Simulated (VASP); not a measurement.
Wanted: the native input for a VASP 6.6.1 run.

```yaml
Task: single point
Functional: PBE
Potentials_or_basis: VASP PAW PBE potentials, release 64 (Mo_sv, S)
Cutoff: 500 eV
k_mesh: 16 × 16 × 4
Occupations: fermi-dirac, width 0.02 eV
Spin: collinear spin
Starting_moments: "[2.0, 2.0, 0.0, 0.0, 0.0, 0.0] μB"
Dipole_correction: no
Further_INCAR_settings: ALGO = Normal; EDIFF = 1e-06; NBANDS = 39
```

The structure of MoS2 lies in POSCAR:

```
MoS2
1.0
    3.1400000000      0.0000000000      0.0000000000
   -1.5700000000      2.7193197679      0.0000000000
    0.0000000000      0.0000000000     12.6553000000
Mo S
2 4
Direct
    0.3333333333      0.6666666667      0.2500000000
    0.6666666667      0.3333333333      0.7500000000
    0.3333333333      0.6666666667      0.6256386926
    0.6666666667      0.3333333333      0.1256386926
    0.3333333333      0.6666666667      0.8743613074
    0.6666666667      0.3333333333      0.3743613074
```

This cell differs from its parent crystal: z stretched by +1 %, then relaxed in part.

One way to write it, as run:

INCAR

```
PREC = Accurate ; ENCUT = 500
EDIFF = 1E-6 ; ISMEAR = -1
SIGMA = 0.02 ; LREAL = False
LASPH = True ; NELM = 200
ALGO = Normal ; ISIF = 2
LWAVE = False ; LCHARG = False
ISPIN = 2 ; MAGMOM = 2 2 0 0 0 0
LORBIT = 11 ; LMAXMIX = 4
GGA = PE ; NBANDS = 39
GGA_COMPAT = False
```

KPOINTS

```
regular mesh
0
Gamma
  16 16 4
```

Potentials or basis: VASP PAW PBE potentials, release 64 (Mo_sv, S).

The run is started by

```console
$ cat potpaw_PBE.64/Mo_sv/POTCAR potpaw_PBE.64/S/POTCAR > POTCAR
$ mpirun -np 1 vasp_std > vasp.out
```

Results of the run:

| Quantity | Value |
| --- | --- |
| Pressure | 3.4 GPa |
| Largest force | 0.012 eV/Å |
| Band gap on the k mesh | 1.06 eV (least direct gap 1.85 eV) |
| Net moment | 0.00 μB per cell |
| Valence electrons inside the program's atomic spheres | Mo 12.48; S 3.71 |

Caveat: the cell differs from its parent crystal (z stretched by +1 %, then relaxed in part); the cell stands under pressure; this functional lacks dispersion, which binds layers or chains, so the pressure and a relaxed spacing across them are unreliable.

Wall time 5.4 min on 1 thread of Intel(R) Xeon(R) 6975P-C (Granite Rapids), with other jobs on the host, peak memory 0.6 GiB.
